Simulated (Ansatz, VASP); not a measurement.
## HfB2: VASP beside Ansatz

File INCAR:

```
SYSTEM = HfB2
PREC = Accurate
ENCUT = 520
EDIFF = 1E-6
ISMEAR = 1
SIGMA = 0.1
LREAL = .False.
LASPH = .True.
NELM = 60
ALGO = Normal
ISIF = 2
LWAVE = .False.
LCHARG = .False.
GGA = PS
NBANDS = 15
```

Contents of KPOINTS:

```
Automatic mesh
0
Gamma
  11 11 8
  0 0 0
```

POSCAR

```
HfB2
1.0
    3.1189255395      0.0000000000      0.0000000000
   -1.5594627698      2.7010687518      0.0000000000
    0.0000000000      0.0000000000      3.4566435916
Hf B
1 2
Direct
    0.0000000000      0.0000000000      0.0000000000
    0.3333333333      0.6666666667      0.5000000000
    0.6666666667      0.3333333333      0.5000000000
```

Input for Ansatz:

```yaml
crystal:
  lattice:
    - [3.118925539510904, 0.0, 0.0]
    - [-1.559462769755452, 2.7010687518311833, 0.0]
    - [0.0, 0.0, 3.456643591559855]
  atoms:
    - { symbol: Hf, position: [0.0, 0.0, 0.0] }
    - { symbol: B, position: [0.3333333333333333, 0.6666666666666666, 0.5] }
    - { symbol: B, position: [0.6666666666666666, 0.3333333333333333, 0.5] }
basis:
  ecutwfc: 500.0
kpoints:
  mp_grid:
    grid: [11, 11, 8]
hamiltonian:
  xc: pbesol
scf:
  occupations:
    method: cold
output:
  stress: true
```

Alike in both runs: task single point; functional PBEsol; k mesh 11 × 11 × 8; no spin polarisation.

|  | VASP | Ansatz |
| --- | --- | --- |
| version | VASP 6.6.1 | Ansatz 0.2.0 |
| potentials or method | VASP PAW PBE potentials, release 64 (Hf_pv, B), cutoff 520 eV | plane waves, PAW |
| occupations | methfessel-paxton of order 1, width 0.1 eV | cold |
| valence electrons in the cell | 16 | 32 |

Ansatz gave:

| Quantity | Value |
| --- | --- |
| pressure (GPa) | 0.8 |
| traceless stress, the component that is largest in VASP (GPa) | -1.43 |

**Question.** Estimate VASP's values.

**Answer.** Pressure (GPa): 0.7; traceless stress, the component that is largest in VASP (GPa): -1.19.

VASP's potentials were made for PBE, not for PBEsol. VASP's potentials hold 16 valence electrons a cell and Ansatz's 32, so a difference there can come from the potentials and not from the codes.

Neither program's run includes spin-orbit coupling.
